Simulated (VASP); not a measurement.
Input of a VASP 6.6.1 run:

POSCAR

```
ZnCu
1.0
    2.9450000000      0.0000000000      0.0000000000
    0.0000000000      2.9450000000      0.0000000000
    0.0000000000      0.0000000000      2.9450000000
Zn Cu
1 1
Direct
    0.5000000000      0.5000000000      0.5000000000
    0.0000000000      0.0000000000      0.0000000000
```

File INCAR.step1:

```
SYSTEM = ZnCu
PREC     = Accurate       ! precision mode
ENCUT    = 520            ! plane-wave cutoff, eV
ISMEAR   = -5             ! smearing method
SIGMA    = 0.1            ! smearing width, eV
LREAL    = .False.        ! projectors in reciprocal space
LASPH    = .True.         ! aspherical terms in the spheres
NELM     = 60             ! most SCF steps
NBANDS   = 18             ! bands
GGA      = PE             ! functional
ALGO     = Normal         ! electronic algorithm
EDIFF    = 1E-4           ! SCF threshold, eV
LWAVE    = .True.         ! write WAVECAR
LCHARG   = .False.        ! write CHGCAR
```

File INCAR.step2:

```
SYSTEM = ZnCu
PREC     = Accurate       ! precision mode
ENCUT    = 520            ! plane-wave cutoff, eV
EDIFF    = 1E-7           ! SCF threshold, eV
ISMEAR   = -5             ! smearing method
SIGMA    = 0.1            ! smearing width, eV
LREAL    = .False.        ! projectors in reciprocal space
LASPH    = .True.         ! aspherical terms in the spheres
NELM     = 60             ! most SCF steps
ALGO     = Normal         ! electronic algorithm
ISIF     = 2              ! what is computed and relaxed
LWAVE    = .False.        ! write WAVECAR
LCHARG   = .False.        ! write CHGCAR
METAGGA  = R2SCAN         ! meta-GGA
LMIXTAU  = .True.       
NBANDS   = 18             ! bands
ISTART   = 1
```

The input KPOINTS:

```
Automatic mesh
0
Gamma
  9 9 9
  0 0 0
```

Potentials or basis: VASP PAW PBE potentials, release 64 (Zn, Cu).

The run is started by

```bash
$ cat potpaw_PBE.64/Zn/POTCAR potpaw_PBE.64/Cu/POTCAR > POTCAR
$ cp INCAR.step1 INCAR
$ mpirun -np 1 vasp_std > vasp.out
$ cp INCAR.step2 INCAR
$ mpirun -np 1 vasp_std > vasp.out
```

(1) Estimate the band gap on the k mesh.

(2) Predict the pressure.

Results:

(1) zero (an odd number of electrons rules out a gap without spin polarisation).

(2) -2.7 GPa.

Caveat: the PAW data sets were made with another functional, which shifts forces and pressure a little; tetrahedron occupations give inexact forces and stress in metals.
